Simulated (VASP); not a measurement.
Runs of VASP 6.6.1 on WS2. The structure is that of space group P6_3/mmc (No. 194), or close to it. The cells are those of the table. 

```csv
task,cell,cutoff (eV),smearing,gap on the mesh (eV),pressure (GPa),relaxed volume (Å³/atom)
single point,"a = 3.187, b = 3.187, c = 15.755 Å, angles 90.0, 90.0, 120.0°, 6 atoms",520,gaussian 0.02 eV,1.72,0.0,-
relaxation of cell and atoms,"relaxed from a = 3.188, b = 3.188, c = 14.856 Å, angles 90.0, 90.0, 120.0°, 6 atoms",600,gaussian 0.01 eV,1.63,0.0,(a)
relaxation of shape and atoms at fixed volume,"relaxed from a = 3.155, b = 3.155, c = 14.257 Å, angles 90.0, 90.0, 120.0°, 6 atoms",600,gaussian 0.02 eV,1.52,0.2,20.48
single point,"a = 3.188, b = 3.188, c = 14.856 Å, angles 90.0, 90.0, 120.0°, 6 atoms",520,gaussian 0.01 eV,(b),0.0,-
```

Alike in all rows: level PBE; potentials or basis VASP PAW PBE potentials, release 64 (W_sv, S); no spin polarisation; k mesh 12 × 12 × 2.

Task: Fill in the values left out.

Result: (a) 21.61; (b) 1.64.

Caveats: spin-orbit coupling is left out, which moves the levels of the heavy elements; this functional lacks dispersion, which binds the layers, so the pressure and a relaxed spacing across them are unreliable.

A k mesh can miss the band edges, and the runs leave out spin-orbit coupling on W.
